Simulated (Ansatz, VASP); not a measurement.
# Te: VASP beside Ansatz

```
Te
1.0
     3.18850   -4.50236    0.00000
     3.18850    4.50236    0.00000
     0.00000    0.00000    4.56733
Te
4
Direct
  0.62500 0.37500 0.75004
  0.12500 0.87500 0.74996
  0.37500 0.62500 0.24996
  0.87500 0.12500 0.25004
```

Alike in both runs: functional PBE; k mesh 10 × 10 × 10; occupations gaussian, width 0.1 eV; no spin polarisation.

Ansatz relaxed the structure, and its values are those at the end. VASP's run is a single point on that final structure, the one shown.

|  | VASP | Ansatz |
| --- | --- | --- |
| version | VASP 6.6.1 | Ansatz 0.2.0 |
| potentials or method | VASP PAW PBE potentials, release 64 (Te), cutoff 520 eV | scalar-relativistic, plane waves, PAW |
| valence electrons in the cell | 24 | 64 |

|  | VASP | Ansatz | Ansatz less VASP |
| --- | --- | --- | --- |
| gap on the k mesh at the Fermi level (eV) | none | none | - |
| pressure (GPa) | 0.0 | 0.0 | +0.04 |

A gap of «none» marks a metal or a gap that the smearing closes. The functional is the same, so the differences come from potentials, cutoffs and numerics. VASP's potentials hold 24 valence electrons a cell and Ansatz's 64, so a difference there can come from the potentials and not from the codes.

Neither program's run includes spin-orbit coupling.
